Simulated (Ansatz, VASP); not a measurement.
**In in VASP and in Ansatz**

```
CELL_PARAMETERS angstrom
-1.64843 1.64843 2.40753
1.64843 -1.64843 2.40753
1.64843 1.64843 -2.40753
ATOMIC_POSITIONS crystal
In 0.00000 0.00000 0.00000
```

Alike in both runs: task single point; functional PBEsol; k mesh 22 × 22 × 22; occupations gaussian, width 0.15 eV; no spin polarisation.

```csv
,VASP,Ansatz
version,VASP 6.6.1,Ansatz 0.2.0
potentials or method,"VASP PAW PBE potentials, release 64 (In_d), cutoff 520 eV","scalar-relativistic, plane waves, PAW"
valence electrons in the cell,13,13
```

```csv
,VASP,Ansatz,Ansatz less VASP
gap on the k mesh at the Fermi level (eV),none,none,-
pressure (GPa),-1.0,-1.0,+0.01
"traceless stress, the component that is largest in VASP (GPa)",0.22,0.22,+0.003
```

VASP's potentials were made for PBE, not for PBEsol. A gap of «none» marks a metal or a gap that the smearing closes. With one functional, cell and mesh, what is left measures potentials, basis and numerics.
